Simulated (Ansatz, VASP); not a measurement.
One calculation of SnO, two programs

POSCAR

```
SnO
1.0
    2.7369120000     -2.7377960000      0.0000000000
    2.7369120000      2.7377960000      0.0000000000
    0.0000000000      0.0000000000     10.2219600000
Sn O
4 4
Direct
    0.7365470000      0.2634530000      0.8638580000
    0.2634530000      0.7365470000      0.1361420000
    0.7634530000      0.2365470000      0.3638580000
    0.2365470000      0.7634530000      0.6361420000
    0.2619440000      0.2380560000      0.2500000000
    0.7380560000      0.7619440000      0.7500000000
    0.2380560000      0.2619440000      0.7500000000
    0.7619440000      0.7380560000      0.2500000000
```

File INCAR.step1:

```
PREC     = Accurate       # precision mode
ENCUT    = 520            # plane-wave cutoff, eV
ISMEAR   = 0              # smearing method
SIGMA    = 0.1            # smearing width, eV
LREAL    = False          # projectors in reciprocal space
LASPH    = True           # aspherical terms in the spheres
NELM     = 60             # most SCF steps
NBANDS   = 50             # bands
GGA      = PE             # functional
ALGO     = Normal         # electronic algorithm
EDIFF    = 1E-4           # SCF threshold, eV
LWAVE    = True           # write WAVECAR
LCHARG   = False          # write CHGCAR
```

INCAR.step2

```
PREC     = Accurate       # precision mode
ENCUT    = 520            # plane-wave cutoff, eV
EDIFF    = 1E-6           # SCF threshold, eV
ISMEAR   = 0              # smearing method
SIGMA    = 0.1            # smearing width, eV
LREAL    = False          # projectors in reciprocal space
LASPH    = True           # aspherical terms in the spheres
NELM     = 60             # most SCF steps
ALGO     = Normal         # electronic algorithm
ISIF     = 2              # what is computed and relaxed
LWAVE    = False          # write WAVECAR
LCHARG   = True           # write CHGCAR
METAGGA  = R2SCAN         # meta-GGA
LMIXTAU  = True         
LELF     = True           # ELF
LVHAR    = True         
NBANDS   = 50             # bands
ISTART   = 1
```

KPOINTS

```
regular mesh
0
Gamma
  6 6 2
```

Input for Ansatz:

```yaml
crystal:
  lattice:
    - [2.736912, -2.737796, 0.0]
    - [2.736912, 2.737796, 0.0]
    - [0.0, 0.0, 10.22196]
  atoms:
    - { symbol: Sn, position: [0.736547, 0.263453, 0.863858] }
    - { symbol: Sn, position: [0.263453, 0.736547, 0.136142] }
    - { symbol: Sn, position: [0.763453, 0.236547, 0.363858] }
    - { symbol: Sn, position: [0.236547, 0.763453, 0.636142] }
    - { symbol: O, position: [0.261944, 0.238056, 0.25] }
    - { symbol: O, position: [0.738056, 0.761944, 0.75] }
    - { symbol: O, position: [0.238056, 0.261944, 0.75] }
    - { symbol: O, position: [0.761944, 0.738056, 0.25] }
basis:
  ecutwfc: 500
kpoints:
  mp_grid: { grid: [6, 6, 2] }
hamiltonian:
  xc: r2scan
scf:
  occupations: { method: gaussian, width: 0.1 }
output:
  forces: true
  stress: true
  eigenvalues: true
```

Alike in both runs: task single point; functional r2SCAN; k mesh 6 × 6 × 2; occupations gaussian, width 0.1 eV; no spin polarisation.

|  | VASP | Ansatz |
| --- | --- | --- |
| version | VASP 6.6.1 | Ansatz 0.2.0 |
| potentials or method | VASP PAW PBE potentials, release 64 (Sn_d, O), cutoff 520 eV | scalar-relativistic, plane waves, PAW |
| valence electrons in the cell | 80 | 80 |

```csv
,VASP,Ansatz,Ansatz less VASP
gap on the k mesh at the Fermi level (eV),0.72,0.71,-0.004
least direct gap on the mesh (eV),2.07,2.12,+0.056
pressure (GPa),-3.7,-4.2,-0.46
"traceless stress, the component that is largest in VASP (GPa)",0.70,0.75,+0.054
rms of the force components (eV/Å),0.187,0.238,+0.0516
```

VASP's potentials were made for PBE, not for r2SCAN. Atom by atom the forces differ by 0.052 eV/Å (rms over components).
